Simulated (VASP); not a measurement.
A run of VASP 6.6.1 is set up as follows.

File INCAR:

```
PREC = Accurate
ENCUT = 520
EDIFF = 1E-6
ISMEAR = -1
SIGMA = 0.05
LREAL = F
LASPH = T
NELM = 150
ALGO = Normal
ISIF = 2
LWAVE = F
LCHARG = F
ISPIN = 2
MAGMOM = 3
LORBIT = 11
LMAXMIX = 4
GGA = PS
IVDW = 12
NBANDS = 14
```

KPOINTS

```
Automatic mesh
0
Gamma
  13 13 13
```

File POSCAR:

```
Fe
1.0
   -1.3815457233      1.3815457233      1.3815457233
    1.3815457233     -1.3815457233      1.3815457233
    1.3815457233      1.3815457233     -1.3815457233
Fe
1
Direct
    0.0000000000      0.0000000000      0.0000000000
```

Potentials or basis: VASP PAW PBE potentials, release 64 (Fe).

Run with:

```bash
$ cat potpaw_PBE.64/Fe/POTCAR > POTCAR
$ mpirun -np 1 vasp_std > vasp.out
```

**Question.** Predict the dispersion energy per atom.

**Answer.** -0.358 eV.

**Question.** Predict the site moments.

**Answer.** Fe +2.01 μB.

**Question.** Predict the pressure.

**Answer.** 0.0 GPa.

Caveat: the PAW data sets were made with another functional, which shifts forces and pressure a little; pairwise dispersion overbinds metals, which lowers pressure and volume.
